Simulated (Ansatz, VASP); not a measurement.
**Al3GaN4: VASP beside Ansatz**

Contents of INCAR:

```
ALGO = Normal ; EDIFF = 1E-6
ENCUT = 520 ; GGA = PS
ISIF = 2 ; ISMEAR = 0
LASPH = T ; LCHARG = T
LELF = T ; LREAL = Auto
LVHAR = T ; LWAVE = F
NBANDS = 56 ; NELM = 80
PREC = Accurate ; SIGMA = 0.05
```

KPOINTS

```
k-points
0
Gamma
  5 7 2
```

The input POSCAR:

```
Al3GaN4
1.0
   -5.0434079721      0.0000000000     -0.0001149904
    0.0000000000     -3.1300738967      0.0000000000
   -1.5194949060      0.0000000000     10.8359493923
Al Ga N
6 2 8
Direct
    0.2872605234      0.5000000000      0.7083647831
    0.4372605234      0.5000000000      0.2083647831
    0.9864484572      0.5000000000      0.0421027963
    0.8364484572      0.5000000000      0.5421027963
    0.7617480392      1.0000000000      0.7905463175
    0.9117480392      1.0000000000      0.2905463175
    0.2132381514      1.0000000000      0.9578004507
    0.3632381514      1.0000000000      0.4578004507
    0.6014681377      1.0000000000      0.9578646251
    0.7514681377      1.0000000000      0.4578646251
    0.6650619965      0.5000000000      0.7082789324
    0.8150619965      0.5000000000      0.2082789324
    0.3614376673      0.5000000000      0.0447961772
    0.2114376673      0.5000000000      0.5447961772
    0.1404578775      1.0000000000      0.7878464176
    0.2904578775      1.0000000000      0.2878464176
```

Input for Ansatz:

```yaml
crystal:
  lattice:
    - [-5.0434079721, 0.0, -0.0001149904]
    - [0.0, -3.1300738967, 0.0]
    - [-1.519494906, 0.0, 10.8359493923]
  atoms:
    - { symbol: Al, position: [0.2872605234, 0.5, 0.7083647831] }
    - { symbol: Al, position: [0.4372605234, 0.5, 0.2083647831] }
    - { symbol: Al, position: [0.9864484572, 0.5, 0.0421027963] }
    - { symbol: Al, position: [0.8364484572, 0.5, 0.5421027963] }
    - { symbol: Al, position: [0.7617480392, 1.0, 0.7905463175] }
    - { symbol: Al, position: [0.9117480392, 1.0, 0.2905463175] }
    - { symbol: Ga, position: [0.2132381514, 1.0, 0.9578004507] }
    - { symbol: Ga, position: [0.3632381514, 1.0, 0.4578004507] }
    - { symbol: "N", position: [0.6014681377, 1.0, 0.9578646251] }
    - { symbol: "N", position: [0.7514681377, 1.0, 0.4578646251] }
    - { symbol: "N", position: [0.6650619965, 0.5, 0.7082789324] }
    - { symbol: "N", position: [0.8150619965, 0.5, 0.2082789324] }
    - { symbol: "N", position: [0.3614376673, 0.5, 0.0447961772] }
    - { symbol: "N", position: [0.2114376673, 0.5, 0.5447961772] }
    - { symbol: "N", position: [0.1404578775, 1.0, 0.7878464176] }
    - { symbol: "N", position: [0.2904578775, 1.0, 0.2878464176] }
basis:
  ecutwfc: 420
kpoints:
  mp_grid: { grid: [5, 7, 2] }
hamiltonian:
  xc: pbesol
scf:
  occupations: { method: gaussian, width: 0.05 }
output:
  forces: true
  stress: true
  eigenvalues: true
```

Alike in both runs: task single point; functional PBEsol; k mesh 5 × 7 × 2; occupations gaussian, width 0.05 eV; no spin polarisation.

|  | VASP | Ansatz |
| --- | --- | --- |
| version | VASP 6.6.1 | Ansatz 0.2.0 |
| potentials or method | VASP PAW PBE potentials, release 64 (Al, Ga_d, N), cutoff 520 eV | scalar-relativistic, plane waves, PAW |
| valence electrons in the cell | 84 | 84 |

|  | VASP | Ansatz | Ansatz less VASP |
| --- | --- | --- | --- |
| gap on the k mesh at the Fermi level (eV) | 0.04 | 0.04 | +0.001 |
| least direct gap on the mesh (eV) | 0.24 | 0.25 | +0.002 |
| pressure (GPa) | 8.9 | 8.9 | +0.02 |
| traceless stress, the component that is largest in VASP (GPa) | 6.76 | 6.75 | -0.010 |
| rms of the force components (eV/Å) | 1.624 | 1.619 | -0.0057 |

VASP's potentials were made for PBE, not for PBEsol. Atom by atom the forces differ by 0.010 eV/Å (rms over components). With one functional, cell and mesh, what is left measures potentials, basis and numerics.
